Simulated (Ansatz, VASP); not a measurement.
**One calculation of MnHg, two programs**

Contents of INCAR:

```
SYSTEM = MnHg
PREC = Accurate ; ENCUT = 520
EDIFF = 1E-7 ; ISMEAR = -1
SIGMA = 0.05 ; LREAL = .False.
LASPH = .True. ; NELM = 150
ALGO = Normal ; ISIF = 2
LWAVE = .False. ; LCHARG = .False.
ISPIN = 2 ; MAGMOM = 0 4
LORBIT = 11 ; LMAXMIX = 4
GGA = PE ; NBANDS = 24
```

The input KPOINTS:

```
Automatic mesh
0
Gamma
  7 7 7
  0 0 0
```

POSCAR

```
MnHg
1.0
    3.3537600000      0.0000000000      0.0000000000
    0.0000000000      3.3537600000      0.0000000000
    0.0000000000      0.0000000000      3.3130000000
Hg Mn
1 1
Direct
    0.0000000000      0.0000000000      0.0000000000
    0.5000000000      0.5000000000      0.5000000000
```

input.yaml

```yaml
crystal:
  lattice:
    - [3.35376, 0.0, 0.0]
    - [0.0, 3.35376, 0.0]
    - [0.0, 0.0, 3.313]
  atoms:
    - { symbol: Hg, position: [0.0, 0.0, 0.0] }
    - { symbol: Mn, position: [0.5, 0.5, 0.5], spin: 4.0 }
hamiltonian:
  xc: pbe
  pseudopotentials: { kind: paw }
magnetization:
  spin_polarized: true
kpoints:
  mp_grid: { grid: [7, 7, 7] }
  band_path:
    path:
      - [[0.0, 0.0, 0.0], [0.0, 0.5, 0.0], [0.5, 0.5, 0.0], [0.0, 0.0, 0.0], [0.0, 0.0, 0.5], [0.0, 0.5, 0.5], [0.5, 0.5, 0.5], [0.0, 0.0, 0.5]]
      - [[0.0, 0.5, 0.0], [0.0, 0.5, 0.5]]
      - [[0.5, 0.5, 0.0], [0.5, 0.5, 0.5]]
    npoints: 14
scf:
  occupations: { method: fermi_dirac, width: 0.05 }
  n_extra_bands: 6
output:
  forces: true
  stress: true
  eigenvalues: true
  fatbands: false
```

Alike in both runs: functional PBE; k mesh 7 × 7 × 7; occupations fermi-dirac, width 0.05 eV; collinear spin.

|  | VASP | Ansatz |
| --- | --- | --- |
| version | VASP 6.6.1 | Ansatz 0.2.0 |
| potentials or method | VASP PAW PBE potentials, release 64 (Hg, Mn_pv) | Ansatz PAW |
| plane-wave cutoff (eV) | 520 | 420 |
| valence electrons in the cell | 25 | 35 |
| task | single point | band structure |

VASP gave:

| Property | Result |
| --- | --- |
| gap on the k mesh at the Fermi level (eV) | none |
| pressure (GPa) | -1.1 |
| traceless stress, the component that is largest in VASP (GPa) | 0.29 |
| net moment per atom (μB) | 1.96 |
| size of the moment on the site where the two differ most (μB) | 3.85 |

Question: What did Ansatz give for the same quantities?

Answer: gap on the k mesh at the Fermi level (eV): none; pressure (GPa): -1.5; traceless stress, the component that is largest in VASP (GPa): 0.29; net moment per atom (μB): 1.96; size of the moment on the site where the two differ most (μB): 3.92.

Site moments also hang on the region over which each program counts them. A gap of «none» marks a metal or a gap that the smearing closes. With one functional, cell and mesh, what is left measures potentials, basis and numerics. VASP's potentials hold 25 valence electrons a cell and Ansatz's 35, so a difference there can come from the potentials and not from the codes.

Neither program's run includes spin-orbit coupling.
